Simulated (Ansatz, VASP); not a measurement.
Two plane-wave programs on TiAl3

```
Ti Al
1.0
     3.94052    0.00000    0.00000
     0.00000    3.94052    0.00000
     0.00000    0.00000    6.38663
Ti Al
1 3
Direct
  0.50000 0.50000 0.99102
  0.50000 0.00000 0.27285
  0.00000 0.50000 0.27285
  0.50000 0.50000 0.56197
```

Alike in both runs: task single point; functional PBE; k mesh 12 × 12 × 8; occupations gaussian, width 0.1 eV; no spin polarisation.

|  | VASP | Ansatz |
| --- | --- | --- |
| version | VASP 6.6.1 | Ansatz 0.2.0 |
| potentials or method | VASP PAW PBE potentials, release 64 (Ti_sv, Al), cutoff 520 eV | scalar-relativistic, plane waves, PAW |
| valence electrons in the cell | 21 | 21 |

|  | VASP | Ansatz | Ansatz less VASP |
| --- | --- | --- | --- |
| gap on the k mesh at the Fermi level (eV) | none | none | - |
| pressure (GPa) | 0.0 | 0.0 | 0.00 |
| rms of the force components (eV/Å) | 0.004 | 0.000 | -0.0037 |

Atom by atom the forces differ by 0.004 eV/Å (rms over components). A gap of «none» marks a metal or a gap that the smearing closes. With one functional, cell and mesh, what is left measures potentials, basis and numerics.
